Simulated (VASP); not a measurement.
## Fe: single point with PBE

Fe:

```xyz
2
Lattice="2.8312 0.0000 0.0000 0.0000 2.8312 0.0000 0.0000 0.0000 2.8312" Properties=species:S:1:pos:R:3 pbc="T T T"
Fe    0.0000    0.0000    0.0000
Fe    1.4156    1.4156    1.4156
```

```json
{
 "Program": "VASP 6.6.1",
 "Task": "single point",
 "Functional": "PBE",
 "Potentials or basis": "VASP PAW PBE potentials, release 64 (Fe)",
 "Cutoff": "520 eV",
 "k mesh": "16 × 16 × 16",
 "Occupations": "gaussian, width 0.05 eV",
 "Spin": "collinear spin, antiferromagnetic start",
 "Starting moments": "[2.5, -2.5] μB",
 "Dipole correction": "no",
 "Further INCAR settings": "ALGO = Normal; EDIFF = 1e-06; NBANDS = 19"
}
```

- Pressure: -6.1 GPa
- Band gap on the k mesh: zero (filled and empty bands overlap)
- Net moment: 0.00 μB per cell
- Site moments: Fe +1.51, -1.51 μB
- Valence electrons inside the program's atomic spheres: Fe 7.27

Levels at points of the mesh, in eV from the Fermi level:
Spin up:
```
           k point  band 5  band 6  band 7  band 8  band 9  band 10  band 11  band 12
(0.00, 0.00, 0.00)   -1.81   -1.81    0.08    0.08    1.00     1.00     1.00     9.84
(0.50, 0.00, 0.00)   -1.80   -1.35   -1.03   -0.71   -0.71     0.17     0.22     1.88
(0.50, 0.50, 0.00)   -0.85   -0.56    0.34    0.34    0.44     1.16     1.23     1.23
(0.50, 0.50, 0.50)   -2.43   -2.43   -0.82   -0.82    1.21     1.21     8.73     8.73
```
Spin down:
```csv
k point,band 6,band 7,band 8,band 9,band 10,band 11
"(0.00, 0.00, 0.00)",-1.81,0.08,0.08,1.00,1.00,1.00
"(0.50, 0.00, 0.00)",-1.35,-1.03,-0.71,-0.71,0.17,0.22
"(0.50, 0.50, 0.00)",-0.56,0.34,0.34,0.44,1.16,1.23
"(0.50, 0.50, 0.50)",-2.43,-0.82,-0.82,1.21,1.21,8.73
```

Run time: 75 s on 1 thread of Intel(R) Xeon(R) Platinum 8259CL CPU @ 2.50GHz (Skylake/Cascade Lake) (shared host), peak memory 0.22 GiB.

Caveat: the cell stands under tension.
